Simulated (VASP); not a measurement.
# BAs (I-4m2) in VASP: further runs

Runs on BAs. Level: r2SCAN. Tasks: single point.

Program: VASP 6.6.1. These are calculated values, not measurements. Logs are shortened: lines on timing, memory, paths and dates and some standing lists are left out, and cuts for length are marked.

**1. The cell of the first run**

Symmetry: I-4m2, No. 119, tetragonal system. Conventional cell: a = 3.378 Å, b = 3.378 Å, c = 4.729 Å, α = 90.00°, β = 90.00°, γ = 90.00°. B (site symmetry -4m2) has 4 As at 2.06 Å within 2.7 Å. As (site symmetry -4m2) has 4 B at 2.06 Å within 2.7 Å.

**2. Single point, r2SCAN (strain -0.0100 x Voigt [1, 0, 0, 0, 0, 0])**

POSCAR reads:

```
BAs
1.0
    0.0000000000      2.3885000000      2.3885000000
    2.3646150000      0.0000000000      2.3885000000
    2.3646150000      2.3885000000      0.0000000000
B As
1 1
Direct
    0.0000000000      0.0000000000      0.0000000000
    0.7500000000      0.7500000000      0.7500000000
```

INCAR.step1 reads:

```
SYSTEM = BAs
ALGO = Normal
EDIFF = 1E-4
ENCUT = 520
GGA = PE
ISMEAR = 0
LASPH = .TRUE.
LCHARG = .FALSE.
LREAL = .FALSE.
LWAVE = .TRUE.
NBANDS = 11
NELM = 60
PREC = Accurate
SIGMA = 0.05
```

INCAR.step2 reads:

```
SYSTEM = BAs
ALGO = Normal
EDIFF = 1E-6
ENCUT = 520
ISIF = 2
ISMEAR = 0
ISTART = 1
LASPH = .TRUE.
LCHARG = .FALSE.
LMIXTAU = .TRUE.
LREAL = .FALSE.
LWAVE = .FALSE.
METAGGA = R2SCAN
NBANDS = 11
NELM = 60
PREC = Accurate
SIGMA = 0.05
```

KPOINTS reads:

```
k-points
0
G
  10 10 10
  0 0 0
```

Potentials or basis: VASP PAW PBE potentials, release 64 (B, As).

Launch:

```
$ cat potpaw_PBE.64/B/POTCAR potpaw_PBE.64/As/POTCAR > POTCAR
$ cp INCAR.step1 INCAR
$ mpirun -np 1 vasp_std > vasp.out
$ cp INCAR.step2 INCAR
$ mpirun -np 1 vasp_std > vasp.out
```

OUTCAR:

```text
SYSTEM = BAs
   EDIFF = 1E-6
   ENCUT = 520
   ISIF = 2
   ISMEAR = 0
   ISTART = 1
   LASPH = .TRUE.
   LREAL = .FALSE.
   METAGGA = R2SCAN
   NELM = 60
   PREC = Accurate

 ion  position               nearest neighbor table
   1  0.000  0.000  0.000-   2 2.06   2 2.06   2 2.06   2 2.06
   2  0.750  0.750  0.750-   1 2.06   1 2.06   1 2.06   1 2.06

  LATTYP: Found a body centered tetragonal cell.
 ALAT       =     3.3778490937
 C/A-ratio  =     1.4000714267

  Lattice vectors:

 A1 = (  -2.3646150000,   0.0000000000,  -2.3885000000)
 A2 = (  -2.3646150000,   0.0000000000,   2.3885000000)
 A3 = (   2.3646150000,   2.3885000000,   0.0000000000)

Analysis of symmetry for initial positions (statically):
=====================================================================
 Subroutine PRICEL returns:
 Original cell was already a primitive cell.

 Routine SETGRP: Setting up the symmetry group for a
 body centered tetragonal supercell.

 Subroutine GETGRP returns: Found  8 space group operations
 (whereof  8 operations were pure point group operations)
 out of a pool of 16 trial point group operations.

The static configuration has the point symmetry D_2d.

Analysis of symmetry for dynamics (positions and initial velocities):
=====================================================================
 Subroutine PRICEL returns:
 Original cell was already a primitive cell.

 Routine SETGRP: Setting up the symmetry group for a
 body centered tetragonal supercell.

 Subroutine GETGRP returns: Found  8 space group operations
 (whereof  8 operations were pure point group operations)
 out of a pool of 16 trial point group operations.

The dynamic configuration has the point symmetry D_2d.

 Subroutine INISYM returns: Found  8 space group operations
 (whereof  8 operations are pure point group operations),
 and found     1 'primitive' translations

----------------------------------------------------------------------------------------

                                     Primitive cell

  volume of cell :      26.9799

  direct lattice vectors                    reciprocal lattice vectors
     0.000000000  2.388500000  2.388500000    -0.211450913  0.209336404  0.209336404
     2.364615000  0.000000000  2.388500000     0.211450913 -0.209336404  0.209336404
     2.364615000  2.388500000  0.000000000     0.211450913  0.209336404 -0.209336404

  length of vectors
     3.377849094  3.361002283  3.361002283     0.363806196  0.363806196  0.363806196

  position of ions in fractional coordinates (direct lattice)
     0.000000000  0.000000000  0.000000000
     0.750000000  0.750000000  0.750000000

  ion indices of the primitive-cell ions
   primitive index   ion index
                 1           1
                 2           2

----------------------------------------------------------------------------------------

 KPOINTS: k-points

Automatic generation of k-mesh.
 Grid dimensions read from file:
 generate k-points for:   10   10   10

 Generating k-lattice:

  Cartesian coordinates                     Fractional coordinates (reciprocal lattice)
    -0.021145091  0.020933640  0.020933640     0.100000000  0.000000000  0.000000000
     0.021145091 -0.020933640  0.020933640     0.000000000  0.100000000  0.000000000
     0.021145091  0.020933640 -0.020933640     0.000000000  0.000000000  0.100000000

  Length of vectors
     0.036380620  0.036380620  0.036380620

  Shift w.r.t. Gamma in fractional coordinates (k-lattice)
     0.000000000  0.000000000  0.000000000

 Subroutine IBZKPT returns following result:
 ===========================================

 Found    102 irreducible k-points:

 Following reciprocal coordinates:
            Coordinates               Weight
  0.000000  0.000000  0.000000      1.000000
  0.100000 -0.000000 -0.000000      8.000000
  0.200000 -0.000000 -0.000000      8.000000
  0.300000 -0.000000 -0.000000      8.000000
  0.400000 -0.000000 -0.000000      8.000000
  0.500000 -0.000000 -0.000000      4.000000
[... 16 lines left out ...]
  0.300000  0.300000  0.000000      4.000000
  0.400000  0.300000 -0.000000     16.000000
 [... further k-points ...]
   k-points           NKPTS =    102   k-points in BZ     NKDIM =    102   number of bands    NBANDS=     11
   number of dos      NEDOS =    301   number of ions     NIONS =      2
   total plane-waves  NPLWV =  21952
   dimension x,y,z NGX =    28 NGY =   28 NGZ =   28
   dimension x,y,z NGXF=    56 NGYF=   56 NGZF=   56
   ions per type =               1   1
   NGX,Y,Z   is equivalent  to a cutoff of  13.78, 13.85, 13.85 a.u.
   NGXF,Y,Z  is equivalent  to a cutoff of  27.56, 27.70, 27.70 a.u.
 SYSTEM =  BAs
   PREC   = accura    normal or accurate (medium, high low for compatibility)
   ISTART =      1    job   : 0-new  1-cont  2-samecut
   ICHARG =      0    charge: 1-file 2-atom 10-const
   ISPIN  =      1    spin polarized calculation?
   LNONCOLLINEAR =      F non collinear calculations
   LSORBIT =      F    spin-orbit coupling
   LASPH  =      T    aspherical Exc in radial PAW
   ENCUT  =  520.0 eV  38.22 Ry    6.18 a.u.   6.28  6.25  6.25*2*pi/ulx,y,z
   NELM   =     60;   NELMIN=  2; NELMDL=  0     # of ELM steps
   EDIFF  = 0.1E-05   stopping-criterion for ELM
   LREAL  =      F    real-space projection
   EDIFFG = 0.1E-04   stopping-criterion for IOM
   NSW    =      0    number of steps for IOM
   IBRION =     -1    ionic relax: 0-MD 1-quasi-New 2-CG
   NFREE  =      0    steps in history (QN), initial steepest desc. (CG)
   ISIF   =      2    stress and relaxation
   ISYM   =      2    0-nonsym 1-usesym 2-fastsym
   POTIM  = 0.5000    time-step for ionic-motion
   TEBEG  =    0.0;   TEEND  =   0.0 temperature during run
   PSTRESS=    0.0 pullay stress
   NELECT =       8.0000    total number of electrons
   NUPDOWN=      -1.0000    fix difference up-down
   EMIN   =  10.00;   EMAX   =-10.00  energy-range for DOS
   EFERMI =   0.00;   METHOD = LEGACY
   ISMEAR =     0;   SIGMA  =   0.05  broadening in eV -4-tet -1-fermi 0-gaus
   EFERMI_NEDOS =   21; number of points for ismear=-14 and -15
   IALGO  =     38    algorithm
   IMIX   =      4    mixing-type and parameters
     AMIX     =   0.40;   BMIX     =  1.00
     AMIX_MAG =   1.60;   BMIX_MAG =  1.00
  volume/ion in A,a.u.               =      13.49        91.03
  Fermi-wavevector in a.u.,A,eV,Ry     =   1.091670  2.062956 16.214639  1.191742
  Thomas-Fermi vector in A             =   2.227919
   LORBIT       =      0    0 simple, 1 ext, 2 COOP (PROOUT), +10 PAW based schemes
   METAGGA = R2SCAN    functional components
   LHFCALC =     F    Hartree Fock is set to
   AEXX    =    0.0000 exact exchange contribution
   IVDW    =     0    specifies the selected vdW correction
   LEPSILON=     F    determine dielectric tensor
   LRPA    =     F    only Hartree local field effects (RPA)
 non-spin polarized calculation
 Gauss-broadening in eV      SIGMA  =   0.05
  energy-cutoff  :      520.00
  volume of cell :       26.98
 maximum number of plane-waves:       740
 NGX is ok and might be reduce to    28
   NGX = 13   NGY = 13   NGZ = 13

 number of electron       8.0000000 magnetization

 Free energy of the ion-electron system (eV)
  ---------------------------------------------------
  ext. energy  EPLUGINS =         0.00000000
  ---------------------------------------------------
  free energy    TOTEN  =       -22.25157580 eV

  energy without entropy =      -22.25157580  energy(sigma->0) =      -22.25157580

 E-fermi :   6.4789     XC(G=0): -11.1790

 val. band max:        6.2054574737   @ k =   0.0000   0.0000   0.0000
 cond. band min:       7.4033718873   @ k =   0.0000   0.4000   0.4000
 fundamental gap:      1.1979144136
 Fermi energy:         6.4788520346

 k-point     1 :       0.0000    0.0000    0.0000
  band No.  band energies     occupation
      1     -10.1175      2.00000
      2       6.1024      2.00000
      3       6.1024      2.00000
      4       6.2055      2.00000
      5       9.5467      0.00000
      6       9.6180      0.00000
      7       9.6180      0.00000
      8      11.4228      0.00000
      9      16.5716      0.00000
     10      19.4752      0.00000
     11      19.7532      0.00000

 k-point     2 :       0.1000   -0.0000   -0.0000
  band No.  band energies     occupation
      1      -9.9435      2.00000
      2       4.6589      2.00000
      3       5.7742      2.00000
      4       5.8494      2.00000
      5       9.8355      0.00000
      6      10.0150      0.00000
      7      10.0433      0.00000
      8      12.2789      0.00000
      9      17.2333      0.00000
     10      18.4801      0.00000
     11      18.6884      0.00000

 k-point     3 :       0.2000   -0.0000   -0.0000
  band No.  band energies     occupation
      1      -9.4297      2.00000
      2       2.1572      2.00000
      3       5.1487      2.00000
      4       5.2383      2.00000
      5       9.6841      0.00000
      6      10.7918      0.00000
      7      10.7995      0.00000
      8      13.9884      0.00000
      9      17.7959      0.00000
     10      17.8997      0.00000
     11      18.2495      0.00000

 k-point     4 :       0.3000   -0.0000   -0.0000
  band No.  band energies     occupation
      1      -8.6136      2.00000
      2      -0.2696      2.00000
      3       4.5946      2.00000
      4       4.7020      2.00000
      5       9.4171      0.00000
      6      11.2011      0.00000
      7      11.2473      0.00000
      8      15.3370      0.00000
      9      18.2510      0.00000
     10      18.3529      0.00000
     11      18.4412      0.00000

 k-point     5 :       0.4000   -0.0000   -0.0000
  band No.  band energies     occupation
      1      -7.6331      2.00000
      2      -2.2617      2.00000
      3       4.2384      2.00000
      4       4.3592      2.00000
      5       9.2305      0.00000
      6      11.2074      0.00000
      7      11.2909      0.00000
      8      15.7458      0.00000
      9      19.1218      0.00000
     10      19.9864      0.00000
     11      20.0523      0.00000
[... 211 lines left out ...]
 k-point    21 :      -0.3000    0.2000    0.0000
  band No.  band energies     occupation
      1      -7.3997      2.00000
      2      -1.3450      2.00000
      3       1.2155      2.00000
      4       4.0739      2.00000
      5      10.0352      0.00000
      6      12.4322      0.00000
      7      12.8392      0.00000
      8      14.9105      0.00000
      9      17.3974      0.00000
     10      19.0884      0.00000
     11      22.4803      0.00000

 k-point    22 :      -0.2000    0.2000    0.0000
  band No.  band energies     occupation
      1      -8.3282      2.00000
      2       0.3285      2.00000
      3       1.7939      2.00000
      4       4.7779      2.00000
      5      10.4737      0.00000
      6      11.5569      0.00000
      7      12.5580      0.00000
      8      13.7440      0.00000
      9      16.5490      0.00000
     10      19.6496      0.00000
     11      21.3721      0.00000

 k-point    23 :       0.3000    0.3000    0.0000
  band No.  band energies     occupation
      1      -8.0934      2.00000
      2       0.5767      2.00000
      3       2.7424      2.00000
      4       2.7726      2.00000
      5       7.7615      0.00000
      6      10.1441      0.00000
      7      15.0695      0.00000
      8      15.3087      0.00000
      9      17.9935      0.00000
     10      21.9324      0.00000
     11      22.2614      0.00000

 k-point    24 :       0.4000    0.3000   -0.0000
  band No.  band energies     occupation
      1      -7.3176      2.00000
      2      -0.7476      2.00000
      3       1.9235      2.00000
      4       2.4443      2.00000
      5       8.0833      0.00000
      6       9.8814      0.00000
      7      15.5646      0.00000
      8      15.9080      0.00000
      9      19.1484      0.00000
     10      22.7847      0.00000
     11      23.0444      0.00000

 [... further k-points ...]
[... 5 lines left out ...]
  --------------------------------------------------------------------------------------
  -------------------------------------------------------------------------------------
  Total        0.6480946      0.2721672      0.2721672      0.0000000      0.0000000      0.0000000
  in kB       38.4864681     16.1623830     16.1623830      0.0000000      0.0000000      0.0000000
  external PRESSURE =      23.6037447 kB  Pullay stress =       0.0000000 kB

 VOLUME and BASIS-vectors are now :
 -----------------------------------------------------------------------------
  energy-cutoff  :      520.00
  volume of cell :       26.98
      direct lattice vectors                 reciprocal lattice vectors
     0.000000000  2.388500000  2.388500000    -0.211450913  0.209336404  0.209336404
     2.364615000  0.000000000  2.388500000     0.211450913 -0.209336404  0.209336404
     2.364615000  2.388500000  0.000000000     0.211450913  0.209336404 -0.209336404

 POSITION                                       TOTAL-FORCE (eV/Angst)
 -----------------------------------------------------------------------------------
      0.00000      0.00000      0.00000        -0.000000      0.000000      0.000000
      3.54692      3.58275      3.58275         0.000000     -0.000000     -0.000000
 -----------------------------------------------------------------------------------
    total drift:                                0.000000      0.000000      0.000000

  FREE ENERGIE OF THE ION-ELECTRON SYSTEM (eV)
  ---------------------------------------------------
  free  energy   TOTEN  =       -22.2515758021 eV

  energy  without entropy=      -22.2515758021  energy(sigma->0) =      -22.25157580
```

Run time: 3.5 min. Hardware: 1 thread of Intel Xeon Platinum 8375C at 2.90GHz (Ice Lake), shared host; peak memory 0.17 GiB.

What came out:

| Item | Value |
| --- | --- |
| Free energy | -22.2516 eV |
| Pressure | 2.4 GPa |
| Band gap on the k mesh | 1.20 eV, indirect (least direct gap 3.34 eV) |

Stress tensor (GPa, compression positive):
```
3.85 0.00 0.00
0.00 1.62 0.00
0.00 0.00 1.62
```

Levels at points of the mesh, in eV from the valence-band top:
```
           k point  band 1  band 2  band 3  band 4  band 5  band 6  band 7  band 8
(0.00, 0.00, 0.00)  -16.32   -0.10   -0.10    0.00    3.34    3.41    3.41    5.22
(0.50, 0.00, 0.00)  -13.26   -9.39   -2.09   -1.96    2.96    4.95    5.05    9.53
(0.50, 0.50, 0.00)  -11.84   -9.22   -4.40   -4.38    1.57    1.66   12.11   12.26
(0.00, 0.50, 0.50)  -11.75   -9.14   -4.49   -4.49    1.45    1.53   12.20   12.20
```

Caveat: the cell differs from its parent crystal (strain -0.0100 x Voigt [1, 0, 0, 0, 0, 0]); the PAW data sets were made with another functional, which shifts forces and pressure a little.

**3. Single point, r2SCAN (strain +0.0100 x Voigt [1, 0, 0, 0, 0, 0])**

POSCAR reads:

```
BAs
1.0
    0.0000000000      2.3885000000      2.3885000000
    2.4123850000      0.0000000000      2.3885000000
    2.4123850000      2.3885000000      0.0000000000
B As
1 1
Direct
    0.0000000000      0.0000000000      0.0000000000
    0.7500000000      0.7500000000      0.7500000000
```

INCAR.step1 reads:

```
PREC     = Accurate       # precision mode
ENCUT    = 520            # plane-wave cutoff, eV
ISMEAR   = 0              # smearing method
SIGMA    = 0.05           # smearing width, eV
LREAL    = False          # projectors in reciprocal space
LASPH    = True           # aspherical terms in the spheres
NELM     = 60             # most SCF steps
NBANDS   = 11             # bands
GGA      = PE             # functional
ALGO     = Normal         # electronic algorithm
EDIFF    = 1E-4           # SCF threshold, eV
LWAVE    = True           # write WAVECAR
LCHARG   = False          # write CHGCAR
```

INCAR.step2 reads:

```
PREC     = Accurate       # precision mode
ENCUT    = 520            # plane-wave cutoff, eV
EDIFF    = 1E-7           # SCF threshold, eV
ISMEAR   = 0              # smearing method
SIGMA    = 0.05           # smearing width, eV
LREAL    = False          # projectors in reciprocal space
LASPH    = True           # aspherical terms in the spheres
NELM     = 60             # most SCF steps
ALGO     = Normal         # electronic algorithm
ISIF     = 2              # what is computed and relaxed
LWAVE    = False          # write WAVECAR
LCHARG   = True           # write CHGCAR
METAGGA  = R2SCAN         # meta-GGA
LMIXTAU  = True         
LELF     = True           # ELF
LVHAR    = True         
NBANDS   = 11             # bands
ISTART   = 1
```

KPOINTS reads:

```
Automatic mesh
0
Gamma
  10 10 10
```

Potentials or basis: VASP PAW PBE potentials, release 64 (B, As).

Launch:

```
$ cat potpaw_PBE.64/B/POTCAR potpaw_PBE.64/As/POTCAR > POTCAR
$ cp INCAR.step1 INCAR
$ mpirun -np 1 vasp_std > vasp.out
$ cp INCAR.step2 INCAR
$ mpirun -np 1 vasp_std > vasp.out
```

It took 3.4 min on 1 thread of Intel Xeon Platinum 8375C at 2.90GHz (Ice Lake), shared host; peak memory 0.18 GiB.

Results (log left out):

| Quantity | Value |
| --- | --- |
| Free energy | -22.2547 eV |
| Pressure | -0.6 GPa |
| Band gap on the k mesh | 1.30 eV, indirect (least direct gap 3.38 eV) |

Stress tensor (GPa, compression positive):
```
-2.05  0.00  0.00
 0.00  0.19  0.00
 0.00  0.00  0.19
```

Levels at points of the mesh, in eV from the valence-band top:
| k point | band 1 | band 2 | band 3 | band 4 | band 5 | band 6 | band 7 | band 8 | band 9 |
| --- | --- | --- | --- | --- | --- | --- | --- | --- | --- |
| (0.00, 0.00, 0.00) | -16.10 | -0.10 | 0.00 | 0.00 | 3.38 | 3.38 | 3.45 | 4.98 | 10.29 |
| (0.50, 0.00, 0.00) | -13.11 | -9.20 | -2.02 | -1.89 | 2.87 | 4.98 | 5.05 | 9.52 | 13.52 |
| (0.50, 0.50, 0.00) | -11.66 | -9.01 | -4.34 | -4.32 | 1.55 | 1.63 | 11.95 | 12.10 | 13.78 |
| (0.00, 0.50, 0.50) | -11.75 | -9.09 | -4.24 | -4.24 | 1.67 | 1.76 | 12.02 | 12.02 | 13.68 |

Caveat: the cell differs from its parent crystal (strain +0.0100 x Voigt [1, 0, 0, 0, 0, 0]); the PAW data sets were made with another functional, which shifts forces and pressure a little.

**4. Single point, r2SCAN (strain +0.0200 x Voigt [1, 0, 0, 0, 0, 0])**

POSCAR reads:

```
BAs
1.0
    0.0000000000      2.3885000000      2.3885000000
    2.4362700000      0.0000000000      2.3885000000
    2.4362700000      2.3885000000      0.0000000000
B As
1 1
Direct
    0.0000000000      0.0000000000      0.0000000000
    0.7500000000      0.7500000000      0.7500000000
```

INCAR.step1 reads:

```
SYSTEM = BAs
  PREC = Accurate
  ENCUT = 520
  ISMEAR = 0
  SIGMA = 0.05
  LREAL = .False.
  LASPH = .True.
  NELM = 80
  NBANDS = 11
  GGA = PE
  ALGO = Normal
  EDIFF = 1E-4
  LWAVE = .True.
  LCHARG = .False.
```

INCAR.step2 reads:

```
SYSTEM = BAs
  PREC = Accurate
  ENCUT = 520
  EDIFF = 1E-6
  ISMEAR = 0
  SIGMA = 0.05
  LREAL = .False.
  LASPH = .True.
  NELM = 80
  ALGO = Normal
  ISIF = 2
  LWAVE = .False.
  LCHARG = .False.
  METAGGA = R2SCAN
  LMIXTAU = .True.
  NBANDS = 11
  ISTART = 1
```

KPOINTS reads:

```
regular mesh
0
Gamma
  10 10 10
  0 0 0
```

Launch:

```
$ cat potpaw_PBE.64/B/POTCAR potpaw_PBE.64/As/POTCAR > POTCAR
$ cp INCAR.step1 INCAR
$ mpirun -np 1 vasp_std > vasp.out
$ cp INCAR.step2 INCAR
$ mpirun -np 1 vasp_std > vasp.out
```

Run time: 3 min. Hardware: 1 thread of Intel Xeon Platinum 8375C at 2.90GHz (Ice Lake), shared host; peak memory 0.18 GiB.

Results (log left out):

```
Free energy            : -22.2489 eV
Pressure               : -1.9 GPa
Band gap on the k mesh : 1.23 eV, indirect (least direct gap 3.31 eV)
```

Stress tensor (GPa, compression positive):
```
-4.88  0.00  0.00
 0.00 -0.42  0.00
 0.00  0.00 -0.42
```

Levels at points of the mesh, in eV from the valence-band top:
| k point | band 1 | band 2 | band 3 | band 4 | band 5 | band 6 | band 7 | band 8 | band 9 |
| --- | --- | --- | --- | --- | --- | --- | --- | --- | --- |
| (0.00, 0.00, 0.00) | -16.04 | -0.21 | 0.00 | 0.00 | 3.31 | 3.31 | 3.45 | 4.81 | 10.21 |
| (0.50, 0.00, 0.00) | -13.09 | -9.16 | -2.09 | -1.85 | 2.76 | 4.91 | 5.05 | 9.47 | 13.40 |
| (0.50, 0.50, 0.00) | -11.63 | -8.96 | -4.37 | -4.34 | 1.49 | 1.56 | 11.74 | 12.03 | 13.67 |
| (0.00, 0.50, 0.50) | -11.80 | -9.12 | -4.16 | -4.16 | 1.73 | 1.82 | 11.88 | 11.88 | 13.48 |

Caveat: the cell differs from its parent crystal (strain +0.0200 x Voigt [1, 0, 0, 0, 0, 0]); the PAW data sets were made with another functional, which shifts forces and pressure a little. A k mesh can miss the band edges.

(Continued in part 2 of 2.)
